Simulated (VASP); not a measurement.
# CdS (I-4m2) in VASP: a series of runs, part 2 of 2

VASP 6.6.1.

### 3 Single point, PBE (strain +0.040 along x and y, -0.040 along z)

INCAR reads:

```
  PREC = Accurate
  ENCUT = 520
  EDIFF = 1E-7
  ISMEAR = 0
  SIGMA = 0.05
  LREAL = F
  LASPH = T
  NELM = 100
  ALGO = Normal
  ISIF = 2
  LWAVE = F
  LCHARG = F
  GGA = PE
  NBANDS = 16
```

KPOINTS reads:

```
Automatic mesh
0
Gamma
  8 8 8
```

POSCAR reads:

```
CdS
1.0
    0.0000000000      3.0264000000      2.7936000000
    3.0264000000      0.0000000000      2.7936000000
    3.0264000000      3.0264000000      0.0000000000
Cd S
1 1
Direct
    0.0000000000      0.0000000000      0.0000000000
    0.7500000000      0.7500000000      0.7500000000
```

Potentials or basis: VASP PAW PBE potentials, release 64 (Cd, S).

Command:

```console
$ cat potpaw_PBE.64/Cd/POTCAR potpaw_PBE.64/S/POTCAR > POTCAR
$ mpirun -np 1 vasp_std > vasp.out
```

Run time: 33 s. Hardware: 1 thread of AMD EPYC 9R45 (Zen 5), shared host; peak memory 0.17 GiB.

The run converged. Its results:

- Free energy: -6.1318 eV
- Pressure: 1.1 GPa
- Band gap on the k mesh: 0.94 eV, direct

Stress tensor (GPa, compression positive):
```
0.67 0.00 0.00
0.00 0.67 0.00
0.00 0.00 1.90
```

Levels at points of the mesh, in eV from the valence-band top:
```csv
k point,band 5,band 6,band 7,band 8,band 9,band 10,band 11,band 12,band 13,band 14
"(0.00, 0.00, 0.00)",-7.32,-7.29,-0.20,-0.20,0.00,0.94,6.46,6.46,6.47,10.79
"(0.50, 0.00, 0.00)",-7.26,-6.96,-4.32,-0.98,-0.68,2.79,6.61,7.14,7.39,10.79
"(0.50, 0.50, 0.00)",-7.22,-6.80,-3.62,-2.09,-2.09,3.33,3.73,9.49,10.34,10.34
"(0.50, 0.00, 0.50)",-7.24,-6.95,-4.08,-1.84,-1.71,3.58,4.42,8.71,10.05,10.80
```

Caveat: the cell differs from its parent crystal (strain +0.040 along x and y, -0.040 along z).

### 4 Single point, PBE (strain +0.080 along x and y, -0.080 along z)

INCAR reads:

```
  ALGO = Normal
  EDIFF = 1E-6
  ENCUT = 520
  GGA = PE
  ISIF = 2
  ISMEAR = 0
  LASPH = True
  LCHARG = True
  LELF = True
  LREAL = False
  LVHAR = True
  LWAVE = False
  NBANDS = 16
  NELM = 60
  PREC = Accurate
  SIGMA = 0.05
```

KPOINTS reads:

```
k-points
0
Gamma
  8 8 8
```

POSCAR reads:

```
CdS
1.0
    0.0000000000      3.1428000000      2.6772000000
    3.1428000000      0.0000000000      2.6772000000
    3.1428000000      3.1428000000      0.0000000000
Cd S
1 1
Direct
    0.0000000000      0.0000000000      0.0000000000
    0.7500000000      0.7500000000      0.7500000000
```

Command:

```console
$ cat potpaw_PBE.64/Cd/POTCAR potpaw_PBE.64/S/POTCAR > POTCAR
$ mpirun -np 1 vasp_std > vasp.out
```

It took 36 s on 1 thread of AMD EPYC 9R45 (Zen 5), shared host; peak memory 0.18 GiB.

It converged, with:

```yaml
Free_energy: -6.0995 eV
Pressure: -1.2 GPa
Band_gap_on_the_k_mesh: 0.74 eV, direct
```

Stress tensor (GPa, compression positive):
```
-1.99  0.00  0.00
 0.00 -1.99  0.00
 0.00  0.00  0.46
```

Levels at points of the mesh, in eV from the valence-band top:
| k point | band 7 | band 8 | band 9 | band 10 | band 11 | band 12 |
| --- | --- | --- | --- | --- | --- | --- |
| (0.00, 0.00, 0.00) | -0.34 | -0.34 | 0.00 | 0.74 | 6.49 | 6.51 |
| (0.50, 0.00, 0.00) | -4.15 | -1.11 | -0.60 | 2.54 | 6.30 | 7.01 |
| (0.50, 0.50, 0.00) | -3.23 | -2.21 | -2.21 | 3.16 | 3.25 | 9.74 |
| (0.50, 0.00, 0.50) | -4.10 | -1.69 | -1.47 | 3.65 | 4.52 | 8.25 |

Caveat: the cell differs from its parent crystal (strain +0.080 along x and y, -0.080 along z).

### 5 Single point, PBE (strain +0.000 along x and y, +0.080 along z)

INCAR reads:

```
ALGO = Normal ; EDIFF = 1E-6
ENCUT = 520 ; GGA = PE
ISIF = 2 ; ISMEAR = 0
LASPH = True ; LCHARG = True
LELF = True ; LREAL = False
LVHAR = True ; LWAVE = False
NBANDS = 16 ; NELM = 60
PREC = Accurate ; SIGMA = 0.05
```

KPOINTS is that of step 4.

POSCAR reads:

```
CdS
1.0
    0.0000000000      2.9100000000      3.1428000000
    2.9100000000      0.0000000000      3.1428000000
    2.9100000000      2.9100000000      0.0000000000
Cd S
1 1
Direct
    0.0000000000      0.0000000000      0.0000000000
    0.7500000000      0.7500000000      0.7500000000
```

Potentials or basis: VASP PAW PBE potentials, release 64 (Cd, S).

Command:

```console
$ cat potpaw_PBE.64/Cd/POTCAR potpaw_PBE.64/S/POTCAR > POTCAR
$ mpirun -np 1 vasp_std > vasp.out
```

OUTCAR:

```text
EDIFF = 1E-6
   ENCUT = 520
   GGA = PE
   ISIF = 2
   ISMEAR = 0
   LASPH = True
   LREAL = False
   NELM = 60
   PREC = Accurate

 ion  position               nearest neighbor table
   1  0.000  0.000  0.000-   2 2.59   2 2.59   2 2.59   2 2.59
   2  0.750  0.750  0.750-   1 2.59   1 2.59   1 2.59   1 2.59

  LATTYP: Found a body centered tetragonal cell.
 ALAT       =     4.1153614665
 C/A-ratio  =     1.5273506474

  Lattice vectors:

 A1 = (  -2.9100000000,   0.0000000000,   3.1428000000)
[... 191 lines left out ...]
      6      -6.3695      2.00000
[... 433 lines left out ...]
      3      -6.6397      2.00000
      4      -6.4438      2.00000
      5      -6.3534      2.00000
      6      -6.2587      2.00000
[... 8 lines left out ...]
     15      12.3219      0.00000
     16      13.0495      0.00000

 [... further k-points ...]
[... 5 lines left out ...]
  --------------------------------------------------------------------------------------
  -------------------------------------------------------------------------------------
  Total       -0.1361320     -0.1361320     -0.7473704      0.0000000      0.0000000      0.0000000
  in kB       -4.0976794     -4.0976794    -22.4964365      0.0000000      0.0000000      0.0000000
  external PRESSURE =     -10.2305984 kB  Pullay stress =       0.0000000 kB

 VOLUME and BASIS-vectors are now :
 -----------------------------------------------------------------------------
  energy-cutoff  :      520.00
  volume of cell :       53.23
      direct lattice vectors                 reciprocal lattice vectors
     0.000000000  2.910000000  3.142800000    -0.171821306  0.171821306  0.159093802
     2.910000000  0.000000000  3.142800000     0.171821306 -0.171821306  0.159093802
     2.910000000  2.910000000  0.000000000     0.171821306  0.171821306 -0.159093802

 POSITION                                       TOTAL-FORCE (eV/Angst)
 -----------------------------------------------------------------------------------
      0.00000      0.00000      0.00000        -0.000000     -0.000000      0.000000
      4.36500      4.36500      4.71420         0.000000      0.000000     -0.000000
 -----------------------------------------------------------------------------------
    total drift:                                0.000000      0.000000      0.000001

  FREE ENERGIE OF THE ION-ELECTRON SYSTEM (eV)
  ---------------------------------------------------
  free  energy   TOTEN  =        -6.1301959077 eV

  energy  without entropy=       -6.1301959077  energy(sigma->0) =       -6.13019591
```

Run time: 27 s. Hardware: 1 thread of AMD EPYC 9R45 (Zen 5), shared host; peak memory 0.17 GiB.

What came out:

```yaml
Free_energy: -6.1302 eV
Pressure: -1.0 GPa
Band_gap_on_the_k_mesh: 0.89 eV, direct
```

Levels at points of the mesh, in eV from the valence-band top:
```csv
k point,band 5,band 6,band 7,band 8,band 9,band 10,band 11,band 12,band 13,band 14
"(0.00, 0.00, 0.00)",-7.20,-7.18,-0.25,0.00,0.00,0.89,6.50,6.50,6.51,10.50
"(0.50, 0.00, 0.00)",-7.15,-6.88,-4.05,-0.88,-0.57,2.77,6.69,7.21,7.21,10.74
"(0.50, 0.50, 0.00)",-7.13,-6.91,-4.00,-1.52,-1.52,3.77,4.55,8.42,10.39,10.39
"(0.50, 0.00, 0.50)",-7.12,-6.77,-3.57,-1.85,-1.75,3.51,3.97,9.08,9.75,10.50
```

Caveat: the cell differs from its parent crystal (strain +0.000 along x and y, +0.080 along z).

### 6 Summary

```tsv
cell	gap on the mesh (eV)	pressure (GPa)
a = 4.041, b = 4.041, c = 4.280 Å, angles 58.0, 58.0, 64.0°, 2 atoms	0.97	3.5
a = 4.119, b = 4.119, c = 4.280 Å, angles 58.7, 58.7, 62.6°, 2 atoms	0.94	1.1
a = 4.129, b = 4.129, c = 4.445 Å, angles 57.4, 57.4, 65.1°, 2 atoms	0.74	-1.2
a = 4.283, b = 4.283, c = 4.115 Å, angles 61.3, 61.3, 57.4°, 2 atoms	0.89	-1.0
```

Alike in all rows: task single point; level PBE; potentials or basis VASP PAW PBE potentials, release 64 (Cd, S); no spin polarisation; k mesh 8 × 8 × 8; cutoff (eV) 520; smearing gaussian 0.05 eV.

Absolute energies hang on the potentials; compare differences alone.
